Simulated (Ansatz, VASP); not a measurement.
## Two plane-wave programs on TlBr

```
CELL_PARAMETERS angstrom
3.97000 0.00000 0.00000
0.00000 3.97000 0.00000
0.00000 0.00000 3.97000
ATOMIC_POSITIONS crystal
Tl 0.00000 0.00000 0.00000
Br 0.50000 0.50000 0.50000
```

Alike in both runs: task electric field gradients; functional r2SCAN; k mesh 8 × 8 × 8; occupations fermi-dirac, width 0.03 eV; no spin polarisation.

|  | VASP | Ansatz |
| --- | --- | --- |
| version | VASP 6.6.1 | Ansatz 0.2.0 |
| potentials or method | VASP PAW PBE potentials, release 64 (Tl_d, Br) | PAW with Ansatz's default frozen-core files, scalar-relativistic |
| plane-wave cutoff (eV) | 440 | 500 |
| valence electrons in the cell | 20 | 20 |

|  | VASP | Ansatz | Ansatz less VASP |
| --- | --- | --- | --- |
| gap on the k mesh at the Fermi level (eV) | 2.28 | 2.28 | -0.006 |
| pressure (GPa) | 0.5 | 0.5 | +0.01 |

VASP's potentials were made for PBE, not for r2SCAN.

Spin-orbit coupling is off throughout.
